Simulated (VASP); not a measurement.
The system is Li2Si2Au3.

```
Li Si Au
1.0
     4.24000    0.00000    0.00000
     0.00000    4.24000    0.00000
     0.00000    0.00000    6.00000
Li Si Au
2 2 3
Cartesian
  2.1200 0.0000 4.5000
  0.0000 2.1200 1.5000
  0.0000 2.1200 4.5000
  2.1200 0.0000 1.5000
  2.1200 2.1200 3.0000
  2.1200 2.1200 0.0000
  0.0000 0.0000 3.0000
```

```yaml
Program: VASP 6.6.1
Task: relaxation of cell and atoms
Functional: PBE
Potentials_or_basis: VASP PAW PBE potentials, release 64 (Li_sv, Si, Au)
Cutoff: 600 eV
k_mesh: 4 × 4 × 3
Occupations: gaussian, width 0.2 eV
Spin: no spin polarisation
```

At the start: pressure 7.3 GPa; volume 15.41 Å³/atom.

Task: How do energy, volume and symmetry change on relaxing?

Result: Over 9 steps the energy falls by 31.9 meV/atom and the volume is 16.41 Å³/atom (+6.5 %); space group P-4m2 (No. 115, to 0.05 Å).

The path:
```tsv
step	energy change (eV)	largest force (eV/Å)	pressure (GPa)	volume (Å³)
1	0.0000	0.5633	7.29	107.87
2	-0.1587	0.2553	-2.57	119.19
3	-0.1861	0.3336	-0.29	115.75
4	-0.1965	0.2866	-0.23	115.52
5	-0.2171	0.1375	-0.01	114.84
6	-0.2065	0.1930	0.68	113.48
7	-0.2216	0.0872	0.20	114.38
8	-0.2216	0.0906	0.18	114.34
9	-0.2234	0.0691	-0.11	114.87
```

Final structure:
```
Li Si Au
1.0
     4.34459    0.00000    0.00000
     0.00000    4.34459    0.00000
     0.00000    0.00000    6.08565
Li Si Au
2 2 3
Direct
  0.50000 0.00000 0.77007
  0.00000 0.50000 0.22993
  0.00000 0.50000 0.75423
  0.50000 0.00000 0.24577
  0.50000 0.50000 0.50000
  0.50000 0.50000 0.00000
  0.00000 0.00000 0.50000
```

Caveat: the k points lie up to 0.36 Å⁻¹ apart in the final cell; the cutoff is under 1.25 times the usual one of these potentials, so pressure, stress and relaxed cells hold a basis-set (Pulay) error; the relaxation stopped at a loose force limit of 0.08 eV/Å, so its end isn't a converged minimum.
